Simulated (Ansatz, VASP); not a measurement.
One calculation of Bi3F, two programs

```
Bi F
1.0
     3.72594    0.00000    0.00000
     0.00000    3.72594    0.00000
     0.00000    0.00000    7.42896
Bi F
3 1
Direct
  0.50000 0.50000 0.21002
  0.50000 0.50000 0.78998
  0.00000 0.00000 0.50000
  0.00000 0.00000 0.00000
```

Change from the starting cell: species swapped into the HgPb3 type (P4/mmm, No. 123).

Alike in both runs: functional PBE; k mesh 4 × 4 × 4; occupations gaussian, width 0.1 eV; no spin polarisation.

Ansatz relaxed the structure, and its values are those at the end. VASP's run is a single point on that final structure, the one shown.

```csv
,VASP,Ansatz
version,VASP 6.6.1,Ansatz 0.2.0
potentials or method,"VASP PAW PBE potentials, release 64 (Bi_d, F), cutoff 520 eV","scalar-relativistic, plane waves, PAW"
valence electrons in the cell,52,52
```

|  | VASP | Ansatz | Ansatz less VASP |
| --- | --- | --- | --- |
| gap on the k mesh at the Fermi level (eV) | none | none | - |
| pressure (GPa) | -0.1 | 0.0 | +0.12 |
| rms of the force components (eV/Å) | 0.011 | 0.011 | -0.0004 |

A gap of «none» marks a metal or a gap that the smearing closes.

The k mesh is coarse, so the values compare programs but aren't converged. Neither program's run includes spin-orbit coupling.
